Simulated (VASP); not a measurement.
Runs of VASP 6.6.1 on Hf. The structure is that of space group P6_3/mmc (No. 194), or close to it. The cells are those of the table. 

```csv
cell,k mesh,gap on the mesh (eV),pressure (GPa)
"a = 3.227, b = 3.227, c = 10.317 Å, angles 90.0, 90.0, 120.0°, 4 atoms",11 × 11 × 3,none,0.0
"a = 3.227, b = 3.227, c = 10.317 Å, angles 90.0, 90.0, 120.0°, 4 atoms",15 × 15 × 4,none,0.0
"a = 3.227, b = 3.227, c = 10.317 Å, angles 90.0, 90.0, 120.0°, 4 atoms",13 × 13 × 4,none,0.0
"a = 3.352, b = 3.352, c = 10.714 Å, angles 90.0, 90.0, 120.0°, 4 atoms",13 × 13 × 4,none,(a)
"a = 3.139, b = 3.139, c = 10.034 Å, angles 90.0, 90.0, 120.0°, 4 atoms",13 × 13 × 4,none,9.7
```

Alike in all rows: task single point; level BLYP; potentials or basis VASP PAW PBE potentials, release 64 (Hf_pv); no spin polarisation; cutoff (eV) 520; smearing fermi-dirac 0.1 eV.

Question: Estimate the missing entries.

Answer: (a) -9.3.

Caveats: the PAW data sets were made with another functional, which shifts forces and pressure a little; spin-orbit coupling is left out, which moves the levels of the heavy elements; the cell stands under tension (at least some runs); the cell stands under pressure (at least some runs).

A k mesh can miss the band edges, and the runs leave out spin-orbit coupling on Hf.

A gap of «none» marks levels without a gap at the run's occupations.
